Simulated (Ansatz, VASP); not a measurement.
**One calculation of PbSe, two programs**

INCAR

```
ALGO = Normal ; EDIFF = 1E-6
ENCUT = 520 ; GGA = PE
ISIF = 2 ; ISMEAR = 0
LASPH = T ; LCHARG = F
LREAL = F ; LWAVE = F
NBANDS = 28 ; NELM = 60
PREC = Accurate ; SIGMA = 0.02
```

KPOINTS

```
k-points
0
Gamma
  6 6 6
```

POSCAR

```
PbSe
1.0
    0.0000000000     12.3157523084      3.2779545868
    3.1602148570      0.0312544200      3.1579465968
    3.1602148570     12.2844978884      0.1200079900
Pb Se
2 2
Direct
    0.1862323943      0.8081527959      0.1918472041
    0.8227386495      0.2141131786      0.7858868214
    0.6887447126      0.2952484110      0.7047515890
    0.2682852436      0.6484866144      0.3515133856
```

Input for Ansatz:

```yaml
crystal:
  lattice:
    - [0.0, 12.3157523084, 3.2779545868]
    - [3.160214857, 0.03125442, 3.1579465968]
    - [3.160214857, 12.2844978884, 0.12000799]
  atoms:
    - { symbol: Pb, position: [0.1862323943, 0.8081527959, 0.1918472041] }
    - { symbol: Pb, position: [0.8227386495, 0.2141131786, 0.7858868214] }
    - { symbol: Se, position: [0.6887447126, 0.295248411, 0.704751589] }
    - { symbol: Se, position: [0.2682852436, 0.6484866144, 0.3515133856] }
basis:
  ecutwfc: 420
kpoints:
  mp_grid: { grid: [6, 6, 6] }
hamiltonian:
  xc: pbe
scf:
  occupations: { method: gaussian, width: 0.02 }
output:
  forces: true
  stress: true
  eigenvalues: true
```

Alike in both runs: task single point; functional PBE; k mesh 6 × 6 × 6; occupations gaussian, width 0.02 eV; no spin polarisation.

|  | VASP | Ansatz |
| --- | --- | --- |
| version | VASP 6.6.1 | Ansatz 0.2.0 |
| potentials or method | VASP PAW PBE potentials, release 64 (Pb_d, Se), cutoff 520 eV | scalar-relativistic, plane waves, PAW |
| valence electrons in the cell | 40 | 60 |

VASP gave:

| Property | Result |
| --- | --- |
| gap on the k mesh at the Fermi level (eV) | 1.18 |
| least direct gap on the mesh (eV) | 1.18 |
| pressure (GPa) | 0.2 |
| traceless stress, the component that is largest in VASP (GPa) | -0.95 |
| rms of the force components (eV/Å) | 0.657 |

Which values does Ansatz return?

gap on the k mesh at the Fermi level (eV): 1.18; least direct gap on the mesh (eV): 1.18; pressure (GPa): 0.2; traceless stress, the component that is largest in VASP (GPa): -0.94; rms of the force components (eV/Å): 0.653.

Atom by atom the forces differ by 0.007 eV/Å (rms over components). VASP's potentials hold 40 valence electrons a cell and Ansatz's 60, so a difference there can come from the potentials and not from the codes.

Spin-orbit coupling is off throughout.
